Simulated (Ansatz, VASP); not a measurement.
## One calculation of BAs, two programs

```
B As
1.0
     0.00000    2.41993    2.41993
     2.41993    0.00000    2.41993
     2.41993    2.41993    0.00000
B As
1 1
Direct
  0.00000 0.00000 0.00000
  0.75000 0.75000 0.75000
```

Change from the starting cell: volume scaled by 1.04, crystal datasets.

Alike in both runs: task electric field gradients; functional LDA; k mesh 15 × 15 × 15; occupations fermi-dirac, width 0.03 eV; no spin polarisation.

```csv
,VASP,Ansatz
version,VASP 6.6.1,Ansatz 0.2.0
potentials or method,"VASP PAW LDA potentials, release 64 (B, As), cutoff 520 eV","all-electron PAW with datasets made for the crystal, scalar-relativistic"
```

Ansatz gave:

| Item | Value |
| --- | --- |
| gap on the k mesh at the Fermi level (eV) | 1.16 |
| pressure (GPa) | -8.6 |

Problem. Estimate VASP's values.

Solution. gap on the k mesh at the Fermi level (eV): 1.16; pressure (GPa): -7.9.

LDA's correlation is that of Perdew and Zunger in VASP and of Perdew and Wang (1992) in Ansatz. Ansatz ran all-electron here, and VASP with PAW potentials.
